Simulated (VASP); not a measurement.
The system is GaN (gallium nitride).

```
CELL_PARAMETERS angstrom
3.19000 0.00000 0.00000
-1.59500 2.76262 0.00000
0.00000 0.00000 5.18900
ATOMIC_POSITIONS crystal
Ga 0.33333 0.66667 0.00000
Ga 0.66667 0.33333 0.50000
N 0.33333 0.66667 0.37680
N 0.66667 0.33333 0.87680
```

* Program: VASP 6.6.1
* Task: relaxation of cell and atoms
* Functional: PBE
* Potentials or basis: VASP PAW PBE potentials, release 64 (Ga_d, N)
* Cutoff: 600 eV
* k mesh: 8 × 8 × 5
* Occupations: gaussian, width 0.01 eV
* Spin: no spin polarisation

At the start: pressure 5.0 GPa; volume 11.43 Å³/atom.

Problem. Where does the relaxation end?

Solution. Over 7 steps the energy falls by 5.0 meV/atom and the volume is 11.76 Å³/atom (+2.8 %); space group P6_3mc (No. 186, to 0.05 Å).

Step by step:
| step | energy change (eV) | largest force (eV/Å) | pressure (GPa) | volume (Å³) |
| --- | --- | --- | --- | --- |
| 1 | 0.0000 | 0.0063 | 5.05 | 45.73 |
| 2 | -0.0061 | 0.0079 | -3.84 | 48.15 |
| 3 | -0.0199 | 0.0028 | -0.02 | 47.03 |
| 4 | -0.0199 | 0.0027 | 0.08 | 47.00 |
| 5 | -0.0199 | 0.0041 | 0.08 | 47.00 |
| 6 | -0.0199 | 0.0047 | 0.08 | 47.00 |
| 7 | -0.0199 | 0.0007 | -0.02 | 47.03 |

Final structure:
```
CELL_PARAMETERS angstrom
3.21826 0.00000 0.00000
-1.60913 2.78709 0.00000
0.00000 0.00000 5.24313
ATOMIC_POSITIONS crystal
Ga 0.33333 0.66667 0.00003
Ga 0.66667 0.33333 0.50003
N 0.33333 0.66667 0.37677
N 0.66667 0.33333 0.87677
```
